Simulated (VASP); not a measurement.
# SiO2 (I-42d) in VASP: notebook, part 2 of 2

VASP 6.6.1.

## Step 4: Electric field gradients, PBEsol (14.63 Å³/atom)

This run uses another cell than the first one, of 14.63 Å³/atom.

File INCAR:

```
PREC = Accurate
ENCUT = 520
EDIFF = 1E-8
ISMEAR = -1
SIGMA = 0.03
LREAL = F
LASPH = T
NELM = 80
ALGO = Normal
ISIF = 2
LWAVE = F
LCHARG = F
GGA = PS
LEFG = T
NBANDS = 25
```

File KPOINTS:

```
regular mesh
0
Gamma
  7 7 7
```

File POSCAR:

```
SiO2
1.0
   -2.4052910826      2.4052910826      3.7932688079
    2.4052910826     -2.4052910826      3.7932688079
    2.4052910826      2.4052910826     -3.7932688079
Si O
2 4
Direct
    0.0000000000      0.0000000000      0.0000000000
    0.7500000000      0.2500000000      0.5000000000
    0.9983800000      0.6250000000      0.8733800000
    0.3750000000      0.2483800000      0.3733800000
    0.7516200000      0.1250000000      0.1266200000
    0.8750000000      0.0016200000      0.6266200000
```

Potentials or basis: VASP PAW PBE potentials, release 64 (Si, O).

Command:

```console
> cat potpaw_PBE.64/Si/POTCAR potpaw_PBE.64/O/POTCAR > POTCAR
> mpirun -np 1 vasp_std > vasp.out
```

OUTCAR:

```text
PREC = Accurate
   ENCUT = 520
   EDIFF = 1E-8
   ISMEAR = -1
   LREAL = F
   LASPH = T
   NELM = 80
   ISIF = 2
   GGA = PS

 ion  position               nearest neighbor table
   1  0.000  0.000  0.000-   4 1.64   3 1.64   5 1.64   6 1.64   2 3.06   2 3.06   2 3.06   2 3.06

   2  0.750  0.250  0.500-   3 1.64   4 1.64   5 1.64   6 1.64   1 3.06   1 3.06   1 3.06   1 3.06

   3  0.998  0.625  0.873-   2 1.64   1 1.64
   4  0.375  0.248  0.373-   1 1.64   2 1.64
   5  0.752  0.125  0.127-   1 1.64   2 1.64
   6  0.875  0.002  0.627-   1 1.64   2 1.64

  LATTYP: Found a body centered tetragonal cell.
 ALAT       =     4.8105821652
 C/A-ratio  =     1.5770518734

  Lattice vectors:

 A1 = (  -2.4052910826,   2.4052910826,   3.7932688079)
 A2 = (   2.4052910826,  -2.4052910826,   3.7932688079)
 A3 = (   2.4052910826,   2.4052910826,  -3.7932688079)

Analysis of symmetry for initial positions (statically):
=====================================================================
 Subroutine PRICEL returns:
 Original cell was already a primitive cell.

 Routine SETGRP: Setting up the symmetry group for a
 body centered tetragonal supercell.

 Subroutine GETGRP returns: Found  8 space group operations
 (whereof  4 operations were pure point group operations)
 out of a pool of 16 trial point group operations.

The static configuration has the point symmetry S_4 .
 The point group associated with its full space group is D_2d.

Analysis of symmetry for dynamics (positions and initial velocities):
=====================================================================
 Subroutine PRICEL returns:
 Original cell was already a primitive cell.

 Routine SETGRP: Setting up the symmetry group for a
 body centered tetragonal supercell.

 Subroutine GETGRP returns: Found  8 space group operations
 (whereof  4 operations were pure point group operations)
 out of a pool of 16 trial point group operations.

The dynamic configuration has the point symmetry S_4 .
 The point group associated with its full space group is D_2d.

 Subroutine INISYM returns: Found  8 space group operations
 (whereof  4 operations are pure point group operations),
 and found     1 'primitive' translations

----------------------------------------------------------------------------------------

                                     Primitive cell

  volume of cell :      87.7827

  direct lattice vectors                    reciprocal lattice vectors
    -2.405291083  2.405291083  3.793268808     0.000000000  0.207875048  0.131812435
     2.405291083 -2.405291083  3.793268808     0.207875048  0.000000000  0.131812435
     2.405291083  2.405291083 -3.793268808     0.207875048  0.207875048  0.000000000

  length of vectors
     5.095070032  5.095070032  5.095070032     0.246143360  0.246143360  0.293979713

  position of ions in fractional coordinates (direct lattice)
     0.000000000  0.000000000  0.000000000
[... 108 lines left out ...]
  Fermi-wavevector in a.u.,A,eV,Ry     =   1.169468  2.209975 18.608097  1.367657
  Thomas-Fermi vector in A             =   2.305941
   LORBIT       =      0    0 simple, 1 ext, 2 COOP (PROOUT), +10 PAW based schemes
   GGA     = PS    functional components
   LHFCALC =     F    Hartree Fock is set to
   AEXX    =    0.0000 exact exchange contribution
   IVDW    =     0    specifies the selected vdW correction
   LEPSILON=     F    determine dielectric tensor
   LRPA    =     F    only Hartree local field effects (RPA)
 non-spin polarized calculation
  energy-cutoff  :      520.00
  volume of cell :       87.78
 maximum number of plane-waves:      2383
 NGX is ok and might be reduce to    40
   NGX = 19   NGY = 19   NGZ = 19

 number of electron      32.0000012 magnetization

 Free energy of the ion-electron system (eV)
  ---------------------------------------------------
  ext. energy  EPLUGINS =         0.00000000
  ---------------------------------------------------
  free energy    TOTEN  =       -49.26840294 eV

  energy without entropy =      -49.26840294  energy(sigma->0) =      -49.26840294

 E-fermi :   0.2465     XC(G=0):  -8.5459

 val. band max:       -0.4492319625   @ k =   0.0000   0.0000   0.0000
 cond. band min:       5.2542046592   @ k =   0.0000   0.0000   0.0000
 fundamental gap:      5.7034366217
 Fermi energy:         0.2465017162

 k-point     1 :       0.0000    0.0000    0.0000
  band No.  band energies     occupation
      1     -19.2933      2.00000
      2     -17.2588      2.00000
      3     -17.2396      2.00000
      4     -17.2396      2.00000
      5      -9.1793      2.00000
      6      -5.6355      2.00000
[... 661 lines left out ...]
     24      12.0771      0.00000
     25      12.4406      0.00000

 [... further k-points ...]

------------------------ aborting loop because EDIFF is reached ----------------------------------------

  FORCE on cell =-STRESS in cart. coord.  units (eV):
  Direction    XX          YY          ZZ          XY          YZ          ZX
  --------------------------------------------------------------------------------------
  -------------------------------------------------------------------------------------
  Total       -2.1434700     -2.1434700     -3.3101030      0.0000000     -0.0000000      0.0000000
  in kB      -39.1218248    -39.1218248    -60.4147789      0.0000000     -0.0000000      0.0000000
  external PRESSURE =     -46.2194762 kB  Pullay stress =       0.0000000 kB

 VOLUME and BASIS-vectors are now :
 -----------------------------------------------------------------------------
  energy-cutoff  :      520.00
  volume of cell :       87.78
      direct lattice vectors                 reciprocal lattice vectors
    -2.405291083  2.405291083  3.793268808     0.000000000  0.207875048  0.131812435
     2.405291083 -2.405291083  3.793268808     0.207875048  0.000000000  0.131812435
     2.405291083  2.405291083 -3.793268808     0.207875048  0.207875048  0.000000000

 POSITION                                       TOTAL-FORCE (eV/Angst)
 -----------------------------------------------------------------------------------
      0.00000      0.00000      0.00000         0.000000      0.000000      0.000000
      0.00000      2.40529      1.89663        -0.000000      0.000000     -0.000000
      1.20265      2.99882      2.84495         0.000000     -0.452786      0.000000
      0.59353      1.20265      0.94832        -0.452786      0.000000      0.000000
     -1.20265      1.81176      2.84495         0.000000      0.452786     -0.000000
     -0.59353      3.60794      0.94832         0.452786      0.000000     -0.000000
 -----------------------------------------------------------------------------------
    total drift:                                0.000001      0.000001      0.000001

  FREE ENERGIE OF THE ION-ELECTRON SYSTEM (eV)
  ---------------------------------------------------
  free  energy   TOTEN  =       -49.2684029412 eV

  energy  without entropy=      -49.2684029411  energy(sigma->0) =      -49.26840294

 Electric field gradients (V/A^2)
---------------------------------------------------------------------
 ion       V_xx      V_yy      V_zz      V_xy      V_xz      V_yz
---------------------------------------------------------------------
   1       3.002     3.002    -6.004    -0.000    -0.000    -0.000
   2       3.002     3.002    -6.004    -0.000    -0.000    -0.000
   3      29.171   -29.249     0.078     0.003    73.619     0.002
   4     -29.249    29.171     0.078     0.003     0.002    73.619
   5      29.172   -29.250     0.078     0.003   -73.615     0.002
   6     -29.250    29.172     0.078     0.003     0.002   -73.615
---------------------------------------------------------------------

 Electric field gradients after diagonalization (V/A^2)
 (convention: |V_zz| > |V_xx| > |V_yy|)
----------------------------------------------------------------------
 ion       V_xx      V_yy      V_zz     asymmetry (V_yy - V_xx)/ V_zz
----------------------------------------------------------------------
   1       3.003     3.001    -6.004       0.000
   2       3.003     3.001    -6.004       0.000
   3     -60.418   -29.249    89.667       0.348
   4     -60.418   -29.249    89.667       0.348
   5     -60.413   -29.250    89.663       0.348
   6     -60.413   -29.250    89.663       0.348
----------------------------------------------------------------------

           NMR quadrupolar parameters

 Cq : quadrupolar parameter    Cq=e*Q*V_zz/h
 eta: asymmetry parameters     (V_yy - V_xx)/ V_zz
 Q  : nuclear electric quadrupole moment in mb (millibarn)
----------------------------------------------------------------------
 ion       Cq(MHz)       eta       Q (mb)
----------------------------------------------------------------------
   1      -0.015       0.000       1.000
   2      -0.015       0.000       1.000
   3       0.217       0.348       1.000
   4       0.217       0.348       1.000
   5       0.217       0.348       1.000
   6       0.217       0.348       1.000
----------------------------------------------------------------------
```

It took 3.1 min on 1 thread of Intel Xeon 8259CL, shared host; peak memory 0.26 GiB.

Results:

```
Free energy                             : -49.2684 eV
Pressure                                : -4.6 GPa
Largest force                           : 0.453 eV/Å
Band gap on the k mesh                  : 5.70 eV
Largest electric field gradient by atom : Si -6.0; O +89.7 V/Å²
```

Forces on the atoms (eV/Å):
```
Si   0.000  0.000  0.000
Si   0.000  0.000  0.000
O    0.000 -0.453  0.000
O   -0.453  0.000  0.000
O    0.000  0.453  0.000
O    0.453  0.000  0.000
```

Levels at points of the mesh, in eV from the valence-band top:
```
           k point  band 14  band 15  band 16  band 17  band 18  band 19
(0.00, 0.00, 0.00)    -1.05     0.00     0.00     5.70     8.42    10.86
```

Electric field gradients, principal values (V/Å²):
```
atom    least   middle  greatest (by size)
1 Si    3.001    3.003              -6.004
2 Si    3.001    3.003              -6.004
 3 O  -29.249  -60.418              89.667
 4 O  -29.249  -60.418              89.667
 5 O  -29.250  -60.413              89.663
 6 O  -29.250  -60.413              89.663
```

Caveat: the cell stands under tension; without QUAD_EFG the Cq values of the log hold for a quadrupole moment of 1 mb, not for the nuclei; the PAW data sets were made with another functional, which shifts forces and pressure a little.
